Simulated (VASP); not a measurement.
A run of VASP 6.6.1 is set up as follows.

Contents of INCAR:

```
SYSTEM = Si
ALGO = Normal
EDIFF = 1E-6
ENCUT = 520
GGA = PS
ISIF = 2
ISMEAR = 0
LASPH = .TRUE.
LCHARG = .FALSE.
LREAL = .FALSE.
LWAVE = .FALSE.
NBANDS = 11
NELM = 60
PREC = Accurate
SIGMA = 0.1
```

KPOINTS

```
k-points
0
G
  8 8 8
  0 0 0
```

The input POSCAR:

```
Si
1.0
   -2.6671166687      2.6671166687      1.4549613763
    2.6671166687     -2.6671166687      1.4549613763
    2.6671166687      2.6671166687     -1.4549613763
Si
2
Direct
    0.0000000000      0.0000000000      0.0000000000
    0.7500000000      0.2500000000      0.5000000000
```

Potentials or basis: VASP PAW PBE potentials, release 64 (Si).

Launch:

```sh
$ cat potpaw_PBE.64/Si/POTCAR > POTCAR
$ mpirun -np 1 vasp_std > vasp.out
```

Task: Predict the pressure.

Result: -17.5 GPa.

Task: Predict the band gap on the k mesh.

Result: Zero (band 4 reaches 7.26 eV, above the bottom of band 5 at 3.48 eV).

Stress tensor (GPa, compression positive):
```
-18.89   0.00   0.00
  0.00 -18.89   0.00
  0.00   0.00 -14.70
```

Caveat: the PAW data sets were made with another functional, which shifts forces and pressure a little.
